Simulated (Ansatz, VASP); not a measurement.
**LiCl: VASP beside Ansatz**

INCAR

```
PREC = Accurate
ENCUT = 520
EDIFF = 1E-7
ISMEAR = 0
SIGMA = 0.1
LREAL = F
LASPH = T
NELM = 80
ALGO = Normal
ISIF = 2
LWAVE = F
LCHARG = F
GGA = PE
NBANDS = 30
```

KPOINTS

```
regular mesh
0
Gamma
  6 6 1
```

POSCAR

```
LiCl
1.0
    3.6212689448      0.0000000000      0.0000000000
   -1.8106344724      3.1361109001      0.0000000000
    0.0000000000      0.0000000000     12.0206808267
Li Cl
4 4
Direct
    0.3333333333      0.6666666667      0.8767234304
    0.6666666667      0.3333333333      0.1232765696
    0.6666666667      0.3333333333      0.3767234304
    0.3333333333      0.6666666667      0.6232765696
    0.6666666667      0.3333333333      0.7500000000
    0.0000000000      1.0000000000      0.0000000000
    0.3333333333      0.6666666667      0.2500000000
    1.0000000000      1.0000000000      0.5000000000
```

Input for Ansatz:

```yaml
crystal:
  lattice:
    - [3.6212689448, 0.0, 0.0]
    - [-1.8106344724, 3.1361109001, 0.0]
    - [0.0, 0.0, 12.0206808267]
  atoms:
    - { symbol: Li, position: [0.3333333333, 0.6666666667, 0.8767234304] }
    - { symbol: Li, position: [0.6666666667, 0.3333333333, 0.1232765696] }
    - { symbol: Li, position: [0.6666666667, 0.3333333333, 0.3767234304] }
    - { symbol: Li, position: [0.3333333333, 0.6666666667, 0.6232765696] }
    - { symbol: Cl, position: [0.6666666667, 0.3333333333, 0.75] }
    - { symbol: Cl, position: [0.0, 1.0, 0.0] }
    - { symbol: Cl, position: [0.3333333333, 0.6666666667, 0.25] }
    - { symbol: Cl, position: [1.0, 1.0, 0.5] }
basis:
  ecutwfc: 420
kpoints:
  mp_grid: { grid: [6, 6, 1] }
hamiltonian:
  xc: pbe
scf:
  occupations: { method: gaussian, width: 0.1 }
  lower_state_search: "off"
output:
  forces: true
  stress: true
  eigenvalues: true
```

Alike in both runs: task single point; functional PBE; k mesh 6 × 6 × 1; occupations gaussian, width 0.1 eV; no spin polarisation.

|  | VASP | Ansatz |
| --- | --- | --- |
| version | VASP 6.6.1 | Ansatz 0.2.0 |
| potentials or method | VASP PAW PBE potentials, release 64 (Li_sv, Cl), cutoff 520 eV | scalar-relativistic, plane waves, PAW |
| valence electrons in the cell | 40 | 40 |

VASP gave:

```
gap on the k mesh at the Fermi level (eV) : 6.23
least direct gap on the mesh (eV)         : 6.23
```

Task: Estimate Ansatz's values.

Result: gap on the k mesh at the Fermi level (eV): 6.21; least direct gap on the mesh (eV): 6.21.

The functional is the same, so the differences come from potentials, cutoffs and numerics.

The k mesh is coarse, so the values compare programs but aren't converged. Noted on VASP's run: the cutoff is short for stress, so the pressure is rough.
